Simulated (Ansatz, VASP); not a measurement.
Sb in VASP and in Ansatz

File POSCAR:

```
Sb
1.0
    3.4203242672      0.0000000000      0.0000000000
   -1.7101621336      2.9620877046      0.0000000000
    0.0000000000      0.0000000000      5.5774459394
Sb
2
Direct
    0.6666666667      0.3333333333      0.7500000000
    0.3333333333      0.6666666667      0.2500000000
```

Contents of INCAR.step1:

```
SYSTEM = Sb
  PREC = Accurate
  ENCUT = 520
  EDIFF = 1E-5
  ISMEAR = -1
  SIGMA = 0.05
  LREAL = .False.
  LASPH = .True.
  NELM = 100
  ALGO = Normal
  ISIF = 2
  LWAVE = .True.
  GGA = PE
  NBANDS = 12
```

File INCAR.step2:

```
SYSTEM = Sb
  PREC = Accurate
  ENCUT = 520
  EDIFF = 1E-6
  ISMEAR = -1
  SIGMA = 0.05
  LREAL = .False.
  LASPH = .True.
  NELM = 100
  ALGO = Normal
  ISIF = 2
  LWAVE = .False.
  LCHARG = .True.
  GGA = PE
  LHFCALC = .True.
  AEXX = 0.25
  PRECFOCK = Normal
  LELF = .True.
  LVHAR = .True.
  ISTART = 1
  NBANDS = 12
```

The input KPOINTS:

```
Automatic mesh
0
Gamma
  4 4 4
  0 0 0
```

Contents of input.yaml:

```yaml
crystal:
  lattice:
    - [3.4203242672, 0.0, 0.0]
    - [-1.7101621336, 2.9620877046, 0.0]
    - [0.0, 0.0, 5.5774459394]
  atoms:
    - { symbol: Sb, position: [0.6666666667, 0.3333333333, 0.75] }
    - { symbol: Sb, position: [0.3333333333, 0.6666666667, 0.25] }
hamiltonian:
  xc: pbe0
  pseudopotentials: { kind: paw }
kpoints:
  mp_grid: { grid: [4, 4, 4] }
scf:
  occupations: { method: fermi_dirac, width: 0.05 }
output:
  forces: true
  stress: true
  eigenvalues: true
```

Alike in both runs: task single point; functional PBE0; k mesh 4 × 4 × 4; occupations fermi-dirac, width 0.05 eV; no spin polarisation.

|  | VASP | Ansatz |
| --- | --- | --- |
| version | VASP 6.6.1 | Ansatz 0.2.0 |
| potentials or method | VASP PAW PBE potentials, release 64 (Sb) | Ansatz PAW |
| plane-wave cutoff (eV) | 520 | 420 |
| valence electrons in the cell | 10 | 30 |

VASP gave:

```
gap on the k mesh at the Fermi level (eV)                     : none
pressure (GPa)                                                : -6.1
traceless stress, the component that is largest in VASP (GPa) : 2.32
```

What did Ansatz give for the same quantities?

gap on the k mesh at the Fermi level (eV): none; pressure (GPa): -5.1; traceless stress, the component that is largest in VASP (GPa): 2.58.

A gap of «none» marks a metal or a gap that the smearing closes. VASP's potentials hold 10 valence electrons a cell and Ansatz's 30, so a difference there can come from the potentials and not from the codes.

The k mesh is coarse, so the values compare programs but aren't converged. Spin-orbit coupling is off throughout.
